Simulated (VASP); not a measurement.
# AgBr (Fm-3m) in VASP: further runs, part 3 of 3

VASP 6.6.1. The steps go on from the part before.

**5. Single point, PBE-based screened hybrid with 35 % exact exchange**

Contents of POSCAR:

```
AgBr
1.0
    0.0000000000      2.8927333262      2.8927333262
    2.8927333262      0.0000000000      2.8927333262
    2.8927333262      2.8927333262      0.0000000000
Ag Br
1 1
Direct
    0.0000000000      0.0000000000      0.0000000000
    0.5000000000      0.5000000000      0.5000000000
```

Contents of INCAR.step1:

```
SYSTEM = AgBr
PREC = Accurate
ENCUT = 400
EDIFF = 1E-5
ISMEAR = 0
SIGMA = 0.01
LREAL = .FALSE.
LASPH = .TRUE.
NELM = 120
ALGO = Normal
ISIF = 2
LWAVE = .TRUE.
LCHARG = .FALSE.
GGA = PE
NBANDS = 16
GGA_COMPAT = .FALSE.
```

Contents of INCAR.step2:

```
SYSTEM = AgBr
PREC = Accurate
ENCUT = 400
EDIFF = 1E-6
ISMEAR = 0
SIGMA = 0.01
LREAL = .FALSE.
LASPH = .TRUE.
NELM = 120
ALGO = Normal
ISIF = 2
LWAVE = .FALSE.
LCHARG = .FALSE.
GGA = PE
LHFCALC = .TRUE.
AEXX = 0.35
HFSCREEN = 0.3
PRECFOCK = Normal
ISTART = 1
NBANDS = 16
GGA_COMPAT = .FALSE.
```

Contents of KPOINTS:

```
Automatic mesh
0
G
  4 4 4
  0 0 0
```

Potentials or basis: VASP PAW PBE potentials, release 64 (Ag, Br).

Run with:

```bash
cat potpaw_PBE.64/Ag/POTCAR potpaw_PBE.64/Br/POTCAR > POTCAR
cp INCAR.step1 INCAR
mpirun -np 1 vasp_std > vasp.out
cp INCAR.step2 INCAR
mpirun -np 1 vasp_std > vasp.out
```

OUTCAR:

```text
SYSTEM = AgBr
   PREC = Accurate
   ENCUT = 400
   EDIFF = 1E-6
   ISMEAR = 0
   LREAL = .FALSE.
   LASPH = .TRUE.
   NELM = 120
   ISIF = 2
   GGA = PE
   LHFCALC = .TRUE.
   AEXX = 0.35
   HFSCREEN = 0.3
   PRECFOCK = Normal
   ISTART = 1

 ion  position               nearest neighbor table
   1  0.000  0.000  0.000-   2 2.89   2 2.89   2 2.89   2 2.89   2 2.89   2 2.89
   2  0.500  0.500  0.500-   1 2.89   1 2.89   1 2.89   1 2.89   1 2.89   1 2.89

  LATTYP: Found a face centered cubic cell.
 ALAT       =     5.7854666524

  Lattice vectors:

 A1 = (   0.0000000000,   2.8927333262,   2.8927333262)
 A2 = (   2.8927333262,   0.0000000000,   2.8927333262)
 A3 = (   2.8927333262,   2.8927333262,   0.0000000000)

Analysis of symmetry for initial positions (statically):
=====================================================================
 Subroutine PRICEL returns:
 Original cell was already a primitive cell.

 Routine SETGRP: Setting up the symmetry group for a
 face centered cubic supercell.

 Subroutine GETGRP returns: Found 48 space group operations
 (whereof 48 operations were pure point group operations)
 out of a pool of 48 trial point group operations.

The static configuration has the point symmetry O_h .

Analysis of symmetry for dynamics (positions and initial velocities):
=====================================================================
 Subroutine PRICEL returns:
 Original cell was already a primitive cell.

 Routine SETGRP: Setting up the symmetry group for a
 face centered cubic supercell.

 Subroutine GETGRP returns: Found 48 space group operations
 (whereof 48 operations were pure point group operations)
 out of a pool of 48 trial point group operations.

The dynamic configuration has the point symmetry O_h .

 Subroutine INISYM returns: Found 48 space group operations
 (whereof 48 operations are pure point group operations),
 and found     1 'primitive' translations

----------------------------------------------------------------------------------------

                                     Primitive cell

  volume of cell :      48.4122

  direct lattice vectors                    reciprocal lattice vectors
     0.000000000  2.892733326  2.892733326    -0.172846904  0.172846904  0.172846904
     2.892733326  0.000000000  2.892733326     0.172846904 -0.172846904  0.172846904
     2.892733326  2.892733326  0.000000000     0.172846904  0.172846904 -0.172846904

  length of vectors
     4.090942702  4.090942702  4.090942702     0.299379620  0.299379620  0.299379620

  position of ions in fractional coordinates (direct lattice)
     0.000000000  0.000000000  0.000000000
     0.500000000  0.500000000  0.500000000

  ion indices of the primitive-cell ions
   primitive index   ion index
                 1           1
                 2           2

----------------------------------------------------------------------------------------

 KPOINTS: Automatic mesh

Automatic generation of k-mesh.
 Grid dimensions read from file:
[... 25 lines left out ...]
  0.250000  0.250000  0.000000      6.000000
  0.500000  0.250000  0.000000     24.000000
 -0.250000  0.250000  0.000000     12.000000
  0.500000  0.500000  0.000000      3.000000
 -0.250000  0.500000  0.250000      6.000000
   k-points           NKPTS =      8   k-points in BZ     NKDIM =     64   number of bands    NBANDS=     16
   number of dos      NEDOS =    301   number of ions     NIONS =      2
   total plane-waves  NPLWV =  21952
   dimension x,y,z NGX =    28 NGY =   28 NGZ =   28
   dimension x,y,z NGXF=    56 NGYF=   56 NGZF=   56
   ions per type =               1   1
   NGX,Y,Z   is equivalent  to a cutoff of  11.38, 11.38, 11.38 a.u.
   NGXF,Y,Z  is equivalent  to a cutoff of  22.76, 22.76, 22.76 a.u.
 SYSTEM =  AgBr
   PREC   = accura    normal or accurate (medium, high low for compatibility)
   ISTART =      1    job   : 0-new  1-cont  2-samecut
   ICHARG =      0    charge: 1-file 2-atom 10-const
   ISPIN  =      1    spin polarized calculation?
   LNONCOLLINEAR =      F non collinear calculations
   LSORBIT =      F    spin-orbit coupling
   LASPH  =      T    aspherical Exc in radial PAW
   ENCUT  =  400.0 eV  29.40 Ry    5.42 a.u.   6.67  6.67  6.67*2*pi/ulx,y,z
   NELM   =    120;   NELMIN=  2; NELMDL=  0     # of ELM steps
   EDIFF  = 0.1E-05   stopping-criterion for ELM
   LREAL  =      F    real-space projection
   EDIFFG = 0.1E-04   stopping-criterion for IOM
   NSW    =      0    number of steps for IOM
   IBRION =     -1    ionic relax: 0-MD 1-quasi-New 2-CG
   NFREE  =      0    steps in history (QN), initial steepest desc. (CG)
   ISIF   =      2    stress and relaxation
   ISYM   =      3    0-nonsym 1-usesym 2-fastsym
   POTIM  = 0.5000    time-step for ionic-motion
   TEBEG  =    0.0;   TEEND  =   0.0 temperature during run
   PSTRESS=    0.0 pullay stress
   NELECT =      18.0000    total number of electrons
   NUPDOWN=      -1.0000    fix difference up-down
   EMIN   =  10.00;   EMAX   =-10.00  energy-range for DOS
   EFERMI =   0.00;   METHOD = LEGACY
   ISMEAR =     0;   SIGMA  =   0.01  broadening in eV -4-tet -1-fermi 0-gaus
   EFERMI_NEDOS =   21; number of points for ismear=-14 and -15
   IALGO  =     38    algorithm
   IMIX   =      1    mixing-type and parameters
     AMIX     =   0.40;   BMIX     =  1.00
     AMIX_MAG =   1.60;   BMIX_MAG =  1.00
  volume/ion in A,a.u.               =      24.21       163.35
  Fermi-wavevector in a.u.,A,eV,Ry     =   1.177192  2.224570 18.854692  1.385781
  Thomas-Fermi vector in A             =   2.313543
   LORBIT       =      0    0 simple, 1 ext, 2 COOP (PROOUT), +10 PAW based schemes
   GGA     = PE    functional components
   LHFCALC =     T    Hartree Fock is set to
   PRECFOCK=normal    Normal, Fast or Accurate (Low or Medium for compatibility)
   ENCUT4O =  -1.0   cutoff for four orbital integrals eV
   NKREDX  =     1    reduce k-point grid by
   NKREDY  =     1    reduce k-point grid by
   NKREDZ  =     1    reduce k-point grid by
   AEXX    =    0.3500 exact exchange contribution
   HFSCREEN=    0.3000 screening length (either q_TF or 0.3 A-1)
   HFSCREENC=   0.3000 screening length for correlation (either q_TF or 0.3 A-1)
   ENCUTFOCK=  -1.0 apply spherical cutoff to Coloumb kernel
   IVDW    =     0    specifies the selected vdW correction
   LEPSILON=     F    determine dielectric tensor
   LRPA    =     F    only Hartree local field effects (RPA)
 non-spin polarized calculation
 Gauss-broadening in eV      SIGMA  =   0.01
  energy-cutoff  :      400.00
  volume of cell :       48.41
 maximum number of plane-waves:       894
 NGX is ok and might be reduce to    28
  NGX = 24; NGY = 24; NGZ = 24

 number of electron      17.9999992 magnetization

 Free energy of the ion-electron system (eV)
  ---------------------------------------------------
  ext. energy  EPLUGINS =         0.00000000
  ---------------------------------------------------
  free energy    TOTEN  =        -6.29321305 eV

  energy without entropy =       -6.29321305  energy(sigma->0) =       -6.29321305

 E-fermi :   2.3518     XC(G=0):  -7.5697

 val. band max:        2.2235920061   @ k =   0.5000   0.0000   0.0000
 cond. band min:       4.5092563355   @ k =   0.0000   0.0000   0.0000
 fundamental gap:      2.2856643295
 Fermi energy:         2.3518083948

 k-point     1 :       0.0000    0.0000    0.0000
  band No.  band energies     occupation
      1     -14.0263      2.00000
      2      -1.1975      2.00000
      3      -1.1975      2.00000
      4      -1.1489      2.00000
      5      -1.1489      2.00000
      6      -1.1489      2.00000
[... 129 lines left out ...]
      3      -1.8097      2.00000
      4      -1.8097      2.00000
      5      -0.7842      2.00000
      6      -0.7738      2.00000
[... 8 lines left out ...]
     15      16.9686      0.00000
     16      18.9918      0.00000

------------------------ aborting loop because EDIFF is reached ----------------------------------------

  FORCE on cell =-STRESS in cart. coord.  units (eV):
  Direction    XX          YY          ZZ          XY          YZ          ZX
  --------------------------------------------------------------------------------------
  -------------------------------------------------------------------------------------
  Total        0.2498941      0.2498941      0.2498941      0.0000000      0.0000000     -0.0000000
  in kB        8.2701107      8.2701107      8.2701107      0.0000000      0.0000000     -0.0000000
  external PRESSURE =       8.2701107 kB  Pullay stress =       0.0000000 kB

 VOLUME and BASIS-vectors are now :
 -----------------------------------------------------------------------------
  energy-cutoff  :      400.00
  volume of cell :       48.41
      direct lattice vectors                 reciprocal lattice vectors
     0.000000000  2.892733326  2.892733326    -0.172846904  0.172846904  0.172846904
     2.892733326  0.000000000  2.892733326     0.172846904 -0.172846904  0.172846904
     2.892733326  2.892733326  0.000000000     0.172846904  0.172846904 -0.172846904

 POSITION                                       TOTAL-FORCE (eV/Angst)
 -----------------------------------------------------------------------------------
      0.00000      0.00000      0.00000         0.000000      0.000000     -0.000000
      2.89273      2.89273      2.89273        -0.000000     -0.000000      0.000000
 -----------------------------------------------------------------------------------
    total drift:                               -0.000000     -0.000000     -0.000000

  FREE ENERGIE OF THE ION-ELECTRON SYSTEM (eV)
  ---------------------------------------------------
  free  energy   TOTEN  =        -6.2932130494 eV

  energy  without entropy=       -6.2932130494  energy(sigma->0) =       -6.29321305
```

It took 14 min on 1 thread of Intel Xeon 8259CL, shared host; peak memory 0.28 GiB.

What came out:

```
Free energy            : -6.2932 eV
Pressure               : 0.8 GPa
Band gap on the k mesh : 2.29 eV (least direct gap 3.99 eV)
```

Caveat: the k points lie up to 0.47 Å⁻¹ apart; the PAW data sets were made with another functional, which shifts forces and pressure a little. A k mesh can miss the band edges.

**6. Single point, PBE-based global hybrid with 30 % exact exchange**

POSCAR is that of step 5.

Changes to INCAR.step1 since step 5:

```diff
@@ -13,4 +13,4 @@
 LCHARG = .FALSE.
+NBANDS = 16
 GGA = PE
-NBANDS = 16
 GGA_COMPAT = .FALSE.
```

Changes to INCAR.step2 since step 5:

```diff
@@ -15,7 +15,6 @@
 LHFCALC = .TRUE.
-AEXX = 0.35
-HFSCREEN = 0.3
+AEXX = 0.3
 PRECFOCK = Normal
+NBANDS = 16
 ISTART = 1
-NBANDS = 16
 GGA_COMPAT = .FALSE.
```

Contents of KPOINTS:

```
regular mesh
0
G
  4 4 4
  0 0 0
```

Potentials or basis: VASP PAW PBE potentials, release 64 (Ag, Br).

Run with:

```bash
cat potpaw_PBE.64/Ag/POTCAR potpaw_PBE.64/Br/POTCAR > POTCAR
cp INCAR.step1 INCAR
mpirun -np 1 vasp_std > vasp.out
cp INCAR.step2 INCAR
mpirun -np 1 vasp_std > vasp.out
```

OUTCAR:

```text
SYSTEM = AgBr
   PREC = Accurate
   ENCUT = 400
   EDIFF = 1E-6
   ISMEAR = 0
   LREAL = .FALSE.
   LASPH = .TRUE.
   NELM = 120
   ISIF = 2
   GGA = PE
   LHFCALC = .TRUE.
   AEXX = 0.3
   PRECFOCK = Normal
   ISTART = 1

 ion  position               nearest neighbor table
   1  0.000  0.000  0.000-   2 2.89   2 2.89   2 2.89   2 2.89   2 2.89   2 2.89
   2  0.500  0.500  0.500-   1 2.89   1 2.89   1 2.89   1 2.89   1 2.89   1 2.89

  LATTYP: Found a face centered cubic cell.
 ALAT       =     5.7854666524

  Lattice vectors:

 A1 = (   0.0000000000,   2.8927333262,   2.8927333262)
 A2 = (   2.8927333262,   0.0000000000,   2.8927333262)
 A3 = (   2.8927333262,   2.8927333262,   0.0000000000)

Analysis of symmetry for initial positions (statically):
=====================================================================
 Subroutine PRICEL returns:
 Original cell was already a primitive cell.

 Routine SETGRP: Setting up the symmetry group for a
 face centered cubic supercell.

 Subroutine GETGRP returns: Found 48 space group operations
 (whereof 48 operations were pure point group operations)
 out of a pool of 48 trial point group operations.

The static configuration has the point symmetry O_h .

Analysis of symmetry for dynamics (positions and initial velocities):
=====================================================================
 Subroutine PRICEL returns:
 Original cell was already a primitive cell.

 Routine SETGRP: Setting up the symmetry group for a
 face centered cubic supercell.

 Subroutine GETGRP returns: Found 48 space group operations
 (whereof 48 operations were pure point group operations)
 out of a pool of 48 trial point group operations.

The dynamic configuration has the point symmetry O_h .

 Subroutine INISYM returns: Found 48 space group operations
 (whereof 48 operations are pure point group operations),
 and found     1 'primitive' translations

----------------------------------------------------------------------------------------

[... 103 lines left out ...]
   ENCUT4O =  -1.0   cutoff for four orbital integrals eV
   NKREDX  =     1    reduce k-point grid by
   NKREDY  =     1    reduce k-point grid by
   NKREDZ  =     1    reduce k-point grid by
   AEXX    =    0.3000 exact exchange contribution
   HFSCREEN=    0.0000 screening length (either q_TF or 0.3 A-1)
   HFSCREENC=   0.0000 screening length for correlation (either q_TF or 0.3 A-1)
   ENCUTFOCK=  -1.0 apply spherical cutoff to Coloumb kernel
   IVDW    =     0    specifies the selected vdW correction
   LEPSILON=     F    determine dielectric tensor
   LRPA    =     F    only Hartree local field effects (RPA)
 non-spin polarized calculation
 Gauss-broadening in eV      SIGMA  =   0.01
  energy-cutoff  :      400.00
  volume of cell :       48.41
 maximum number of plane-waves:       894
 NGX is ok and might be reduce to    28
  NGX = 24; NGY = 24; NGZ = 24

 number of electron      17.9999992 magnetization

 Free energy of the ion-electron system (eV)
  ---------------------------------------------------
  ext. energy  EPLUGINS =         0.00000000
  ---------------------------------------------------
  free energy    TOTEN  =        -7.02160356 eV

  energy without entropy =       -7.02160356  energy(sigma->0) =       -7.02160356

 E-fermi :   1.8938     XC(G=0):  -7.2536

 val. band max:        1.7665199867   @ k =   0.5000   0.0000   0.0000
 cond. band min:       4.9236383338   @ k =   0.0000   0.0000   0.0000
 fundamental gap:      3.1571183471
 Fermi energy:         1.8937801255

 k-point     1 :       0.0000    0.0000    0.0000
  band No.  band energies     occupation
      1     -14.4243      2.00000
      2      -1.6417      2.00000
      3      -1.6417      2.00000
      4      -1.5992      2.00000
      5      -1.5992      2.00000
      6      -1.5992      2.00000
[... 129 lines left out ...]
      3      -2.3201      2.00000
      4      -2.3201      2.00000
      5      -1.2258      2.00000
      6      -1.2138      2.00000
[... 8 lines left out ...]
     15      17.4630      0.00000
     16      19.5275      0.00000

------------------------ aborting loop because EDIFF is reached ----------------------------------------

  FORCE on cell =-STRESS in cart. coord.  units (eV):
  Direction    XX          YY          ZZ          XY          YZ          ZX
  --------------------------------------------------------------------------------------
  -------------------------------------------------------------------------------------
  Total        0.1540149      0.1540149      0.1540149      0.0000000      0.0000000     -0.0000000
  in kB        5.0970417      5.0970417      5.0970417      0.0000000      0.0000000     -0.0000000
  external PRESSURE =       5.0970417 kB  Pullay stress =       0.0000000 kB

 VOLUME and BASIS-vectors are now :
 -----------------------------------------------------------------------------
  energy-cutoff  :      400.00
  volume of cell :       48.41
      direct lattice vectors                 reciprocal lattice vectors
     0.000000000  2.892733326  2.892733326    -0.172846904  0.172846904  0.172846904
     2.892733326  0.000000000  2.892733326     0.172846904 -0.172846904  0.172846904
     2.892733326  2.892733326  0.000000000     0.172846904  0.172846904 -0.172846904

 POSITION                                       TOTAL-FORCE (eV/Angst)
 -----------------------------------------------------------------------------------
      0.00000      0.00000      0.00000         0.000000      0.000000     -0.000000
      2.89273      2.89273      2.89273        -0.000000     -0.000000      0.000000
 -----------------------------------------------------------------------------------
    total drift:                                0.000000      0.000000      0.000000

  FREE ENERGIE OF THE ION-ELECTRON SYSTEM (eV)
  ---------------------------------------------------
  free  energy   TOTEN  =        -7.0216035553 eV

  energy  without entropy=       -7.0216035553  energy(sigma->0) =       -7.02160356
```

Run time: 11 min. Hardware: 1 thread of Intel Xeon 8259CL, shared host; peak memory 0.18 GiB.

What came out:

| Quantity | Value |
| --- | --- |
| Free energy | -7.0216 eV |
| Pressure | 0.5 GPa |
| Band gap on the k mesh | 3.16 eV (least direct gap 4.90 eV) |

Caveat: the k points lie up to 0.47 Å⁻¹ apart; the PAW data sets were made with another functional, which shifts forces and pressure a little.

**7. Single point, PBE-based screened hybrid with 5 % exact exchange**

POSCAR is that of step 6.

Contents of INCAR.step1:

```
PREC = Accurate
ENCUT = 400
EDIFF = 1E-5
ISMEAR = 0
SIGMA = 0.01
LREAL = F
LASPH = T
NELM = 120
ALGO = Normal
ISIF = 2
LWAVE = T
NBANDS = 16
GGA = PE
GGA_COMPAT = F
```

Contents of INCAR.step2:

```
PREC = Accurate
ENCUT = 400
EDIFF = 1E-6
ISMEAR = 0
SIGMA = 0.01
LREAL = F
LASPH = T
NELM = 120
ALGO = Normal
ISIF = 2
LWAVE = F
LCHARG = T
GGA = PE
LHFCALC = T
AEXX = 0.05
HFSCREEN = 0.3
PRECFOCK = Normal
LELF = T
LVHAR = T
NBANDS = 16
ISTART = 1
GGA_COMPAT = F
```

Contents of KPOINTS:

```
Automatic mesh
0
Gamma
  4 4 4
```

Run with:

```bash
cat potpaw_PBE.64/Ag/POTCAR potpaw_PBE.64/Br/POTCAR > POTCAR
cp INCAR.step1 INCAR
mpirun -np 1 vasp_std > vasp.out
cp INCAR.step2 INCAR
mpirun -np 1 vasp_std > vasp.out
```

It took 7 min on 1 thread of Intel Xeon 8259CL, shared host; peak memory 0.28 GiB.

Results (log left out):

```yaml
Free_energy: -5.1447 eV
Pressure: 1.2 GPa
Band_gap_on_the_k_mesh: 0.89 eV (least direct gap 2.72 eV)
```

Levels at points of the mesh, in eV from the valence-band top:
| k point | band 7 | band 8 | band 9 | band 10 | band 11 | band 12 |
| --- | --- | --- | --- | --- | --- | --- |
| (0.00, 0.00, 0.00) | -1.82 | -1.82 | -1.82 | 0.89 | 10.14 | 10.14 |
| (0.50, 0.00, 0.00) | -2.16 | 0.00 | 0.00 | 4.00 | 6.75 | 7.03 |
| (0.50, 0.50, 0.00) | -2.42 | -2.42 | -2.33 | 1.88 | 7.29 | 9.23 |

Caveat: the k points lie up to 0.47 Å⁻¹ apart; the PAW data sets were made with another functional, which shifts forces and pressure a little. A k mesh can miss the band edges.

**8. Overview**

```tsv
level	k mesh	cutoff (eV)	grid for exact exchange (PRECFOCK)	share of exact exchange	screening parameter	gap on the mesh (eV)	pressure (GPa)
PBEsol	6 × 6 × 6	500	-	-	-	0.51	-2.6
HSE06	4 × 4 × 4	400	Normal	0.25	0.2079 1/Å	2.02	0.8
PBE-based screened hybrid with 35 % exact exchange	4 × 4 × 4	400	Normal	0.35	0.3 1/Å	2.29	0.8
PBE-based global hybrid with 30 % exact exchange	4 × 4 × 4	400	Normal	0.3	-	3.16	0.5
PBE-based screened hybrid with 5 % exact exchange	4 × 4 × 4	400	Normal	0.05	0.3 1/Å	0.89	1.2
```

Alike in all rows: task single point; potentials or basis VASP PAW PBE potentials, release 64 (Ag, Br); no spin polarisation; cell as given; smearing gaussian 0.01 eV.

Caveats: some runs use coarse meshes; the PAW data sets were made with another functional, which shifts forces and pressure a little.

Total energies depend on the potentials used, so only differences within one code and one set of settings carry meaning.
